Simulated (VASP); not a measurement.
Write the native input for VASP 6.6.1 that does the following.

```
Task                   : single point
Functional             : PBE
Potentials or basis    : VASP PAW PBE potentials, release 64 (W_sv, C)
Cutoff                 : 520 eV
k mesh                 : 3 × 3 × 3
Occupations            : fermi-dirac, width 0.17 eV
Spin                   : no spin polarisation
Dipole correction      : no
Further INCAR settings : LREAL = Auto; ALGO = Normal; EDIFF = 1e-06; NBANDS = 86
```

The structure of WC lies in POSCAR:

```
WC
1.0
   -2.9505990000     -5.1105870000      0.0000000000
    4.4258980000     -2.5552930000      0.0000000000
    0.0000000000      0.0000000000      5.7558530000
W C
8 8
Direct
    0.7573203194      0.4870081907      0.0139510165
    0.7373640533      0.4796463087      0.5272719786
    0.4878864441     -0.0121653833      0.0086520625
    0.4967744146     -0.0195706971      0.4823785458
    0.2685879918      0.4836070465      0.0164354441
    0.2495707347      0.4878293987      0.5039739549
    0.0014222792     -0.0434269892      0.0245141771
   -0.0093865329      0.0096938758      0.5175601253
    0.4853344022      0.6502018803      0.2933883127
    0.5262888371      0.6149412654      0.7649083463
    0.2596476128      0.1590221886      0.2692389816
    0.2136521351      0.1584993094      0.7867296124
    0.0556596397      0.6912109762      0.2832073717
   -0.0192917728      0.6395713851      0.7642655224
    0.7637072051      0.1383433860      0.2440819806
    0.7350565853      0.1099793139      0.7604954470
```

These files were run (other wordings do the same):

INCAR

```
SYSTEM = WC
PREC = Accurate
ENCUT = 520
EDIFF = 1E-6
ISMEAR = -1
SIGMA = 0.17
LREAL = Auto
LASPH = .TRUE.
NELM = 60
ALGO = Normal
ISIF = 2
LWAVE = .FALSE.
LCHARG = .TRUE.
GGA = PE
LELF = .TRUE.
LVHAR = .TRUE.
NBANDS = 86
```

KPOINTS

```
Automatic mesh
0
G
  3 3 3
  0 0 0
```

Potentials or basis: VASP PAW PBE potentials, release 64 (W_sv, C).

The run is started by

```sh
$ cat potpaw_PBE.64/W_sv/POTCAR potpaw_PBE.64/C/POTCAR > POTCAR
$ mpirun -np 1 vasp_std > vasp.out
```

It gave:

The pressure is 1.3 GPa, the largest force is 5.428 eV/Å and the band gap on the k mesh is zero (band 72 reaches 10.79 eV, above the bottom of band 73 at 10.58 eV).

Caveat: the k points lie up to 0.41 Å⁻¹ apart; spin-orbit coupling is left out, which moves the levels of the heavy elements; forces of over 1 eV/Å act on the atoms, so gaps and moduli don't describe the material at rest.

It took 13 min on 1 thread of Intel Xeon 8259CL, on a shared host, peak memory 0.37 GiB.
